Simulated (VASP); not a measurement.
Wanted: the native input for a VASP 6.6.1 run.

| Property | Result |
| --- | --- |
| Task | relaxation of cell and atoms |
| Functional | PBE |
| Potentials or basis | VASP PAW PBE potentials, release 64 (B, Mo_sv, W_sv) |
| Cutoff | 600 eV |
| k mesh | 4 × 4 × 4 |
| Occupations | gaussian, width 0.1 eV |
| Spin | no spin polarisation |
| Dipole correction | no |
| Further INCAR settings | ALGO = Normal; EDIFF = 1e-07; IBRION = 2; EDIFFG = -0.04; NSW = 90; ISIF = 3 |

The structure of BMoW3 lies in POSCAR:

```
BMoW3
1.0
    4.0734073900      0.0000000000      0.0000000000
    0.0000000000      4.0734073900      0.0000000000
    0.0000000000      0.0000000000      4.8697103600
B Mo W
1 1 3
Direct
    0.5000000000      0.5000000000      0.7321076800
    0.0000000000      0.0000000000      0.6432240300
    0.5000000000      0.0000000000      0.6329737000
    0.0000000000      0.5000000000      0.6329737000
    0.5000000000      0.5000000000      0.1300482200
```

The cell was generated, and may not be a known phase.

One way to write it, as run:

INCAR

```
SYSTEM = BMoW3
ALGO = Normal
EDIFF = 1E-7
EDIFFG = -0.04
ENCUT = 600
GGA = PE
IBRION = 2
ISIF = 3
ISMEAR = 0
LASPH = .True.
LCHARG = .False.
LREAL = .False.
LWAVE = .False.
NELM = 80
NSW = 90
PREC = Accurate
SIGMA = 0.1
```

KPOINTS

```
k-points
0
Gamma
  4 4 4
  0 0 0
```

Potentials or basis: VASP PAW PBE potentials, release 64 (B, Mo_sv, W_sv).

Launch:

```sh
$ cat potpaw_PBE.64/B/POTCAR potpaw_PBE.64/Mo_sv/POTCAR potpaw_PBE.64/W_sv/POTCAR > POTCAR
$ mpirun -np 1 vasp_std > vasp.out
```

It gave:

| Quantity | Value |
| --- | --- |
| Relaxed volume | 14.86 Å³/atom |
| Relaxed cell | a = 4.204 Å, b = 4.204 Å, c = 4.204 Å, α = 90.00°, β = 90.00°, γ = 90.00° |
| Space group after relaxing (to 0.1 Å) | Pm-3m (No. 221) |
| Pressure after relaxing | -0.4 GPa |
| Largest force after relaxing | 0.038 eV/Å |
| Band gap on the k mesh | zero (an odd number of electrons rules out a gap without spin polarisation) |

Caveat: the k points lie up to 0.37 Å⁻¹ apart in the final cell, too coarse for converged energies and pressures of a metal; spin-orbit coupling is left out, which moves the levels of the heavy elements.

It took 36 min on 1 thread of AMD EPYC 9R45 96-Core Processor (Zen 5), on a shared host, peak memory 0.24 GiB.
